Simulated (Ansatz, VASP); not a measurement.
**One calculation of Rb, two programs**

```xyz
1
Lattice="-2.6657 2.6657 2.7359 2.6657 -2.6657 2.7359 2.6657 2.6657 -2.7359" Properties=species:S:1:pos:R:3 pbc="T T T"
Rb    0.0000    0.0000    0.0000
```

Change from the starting cell: strain -0.050 along x and y, -0.025 along z, atoms carried along.

Alike in both runs: task single point; functional PBEsol; k mesh 12 × 12 × 12; occupations gaussian, width 0.15 eV; no spin polarisation.

```csv
,VASP,Ansatz
version,VASP 6.6.1,Ansatz 0.2.0
potentials or method,"VASP PAW PBE potentials, release 64 (Rb_sv), cutoff 520 eV","scalar-relativistic, plane waves, PAW"
valence electrons in the cell,9,9
```

|  | VASP | Ansatz | Ansatz less VASP |
| --- | --- | --- | --- |
| gap on the k mesh at the Fermi level (eV) | none | none | - |
| pressure (GPa) | 0.4 | 0.4 | 0.00 |

VASP's potentials were made for PBE, not for PBEsol. A gap of «none» marks a metal or a gap that the smearing closes.
